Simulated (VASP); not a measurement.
Runs of VASP 6.6.1 on BP. The structure is that of space group F-43m (No. 216), or close to it. The cells are those of the table. 

```csv
task,cell,k mesh,cutoff (eV),gap on the mesh (eV),pressure (GPa)
relaxation of cell and atoms,"relaxed to 11 GPa from a = 3.147 Å, angles 60.0°, 2 atoms",10 × 10 × 10,500,1.08,11.0
single point,"a = 3.111 Å, angles 60.0°, 2 atoms",10 × 10 × 10,520,1.08,11.8
single point,"a = 3.068 Å, angles 60.0°, 2 atoms",12 × 12 × 12,500,(b),21.8
single point,"a = 3.141 Å, angles 60.0°, 2 atoms",10 × 10 × 10,520,1.11,5.9
single point,"a = 3.196 Å, angles 60.0°, 2 atoms",10 × 10 × 10,520,1.17,-3.5
single point,"a = 3.126 Å, angles 60.0°, 2 atoms",10 × 10 × 10,520,(a),(c)
```

Alike in all rows: level LDA; potentials or basis VASP PAW LDA potentials, release 64 (B, P); no spin polarisation; smearing gaussian 0.01 eV.

Q: Estimate the missing entries.

A: (a) 1.09; (b) 1.01; (c) 8.9.

Caveats: the cell is relaxed towards a set pressure, so the enthalpy falls and the energy may rise (some runs).

A k mesh can miss the band edges.
